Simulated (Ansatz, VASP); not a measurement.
**HfGe3: VASP beside Ansatz**

```
Hf Ge
1.0
     4.18939    0.00000    0.00000
     0.00000    4.18939    0.00000
     0.00000    0.00000    4.18939
Hf Ge
1 3
Cartesian
  0.0000 0.0000 0.0000
  0.0000 2.0947 2.0947
  2.0947 2.0947 0.0000
  2.0947 0.0000 2.0947
```

Alike in both runs: task single point; functional r2SCAN; k mesh 8 × 8 × 8; occupations gaussian, width 0.05 eV; no spin polarisation.

|  | VASP | Ansatz |
| --- | --- | --- |
| version | VASP 6.6.1 | Ansatz 0.2.0 |
| potentials or method | VASP PAW PBE potentials, release 64 (Hf_pv, Ge_d), cutoff 520 eV | scalar-relativistic, plane waves, PAW |
| valence electrons in the cell | 52 | 68 |

Ansatz gave:

* gap on the k mesh at the Fermi level (eV): none
* pressure (GPa): -2.8

**Question.** Estimate VASP's values.

**Answer.** gap on the k mesh at the Fermi level (eV): none; pressure (GPa): -3.3.

VASP's potentials were made for PBE, not for r2SCAN. A gap of «none» marks a metal or a gap that the smearing closes. VASP's potentials hold 52 valence electrons a cell and Ansatz's 68, so a difference there can come from the potentials and not from the codes.

Neither program's run includes spin-orbit coupling.
